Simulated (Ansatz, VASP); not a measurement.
# One calculation of Ir, two programs

INCAR

```
PREC = Accurate
ENCUT = 520
EDIFF = 1E-6
ISMEAR = 0
SIGMA = 0.15
LREAL = F
LASPH = T
NELM = 100
ALGO = Fast
ISIF = 2
LWAVE = F
LCHARG = F
GGA = PS
NBANDS = 10
```

Contents of KPOINTS:

```
Automatic mesh
0
Gamma
  22 22 22
```

The input POSCAR:

```
Ir
1.0
    0.0000000000      1.9197000000      1.9676925000
    1.9197000000      0.0000000000      1.9676925000
    1.9197000000      1.9197000000      0.0000000000
Ir
1
Direct
    0.0000000000      0.0000000000      0.0000000000
```

Input for Ansatz:

```yaml
crystal:
  lattice:
    - [0.0, 1.9197, 1.9676925]
    - [1.9197, 0.0, 1.9676925]
    - [1.9197, 1.9197, 0.0]
  atoms:
    - { symbol: Ir, position: [0.0, 0.0, 0.0] }
basis:
  ecutwfc: 420
kpoints:
  mp_grid: { grid: [22, 22, 22] }
hamiltonian:
  xc: pbesol
scf:
  occupations: { method: gaussian, width: 0.15 }
output:
  forces: true
  stress: true
  eigenvalues: true
  write_density: true
  write_potential: true
  elf: true
  volumetric_format: npy
```

Change from the starting cell: strain +0.000 along x and y, +0.025 along z, atoms carried along.

Alike in both runs: task single point; functional PBEsol; k mesh 22 × 22 × 22; occupations gaussian, width 0.15 eV; no spin polarisation.

```csv
,VASP,Ansatz
version,VASP 6.6.1,Ansatz 0.2.0
potentials or method,"VASP PAW PBE potentials, release 64 (Ir), cutoff 520 eV","scalar-relativistic, plane waves, PAW"
valence electrons in the cell,9,17
```

```csv
,VASP,Ansatz,Ansatz less VASP
gap on the k mesh at the Fermi level (eV),none,none,-
pressure (GPa),-10.4,-11.1,-0.66
"traceless stress, the component that is largest in VASP (GPa)",-5.81,-5.83,-0.022
```

VASP's potentials were made for PBE, not for PBEsol. A gap of «none» marks a metal or a gap that the smearing closes. VASP's potentials hold 9 valence electrons a cell and Ansatz's 17, so a difference there can come from the potentials and not from the codes.

Neither program's run includes spin-orbit coupling.
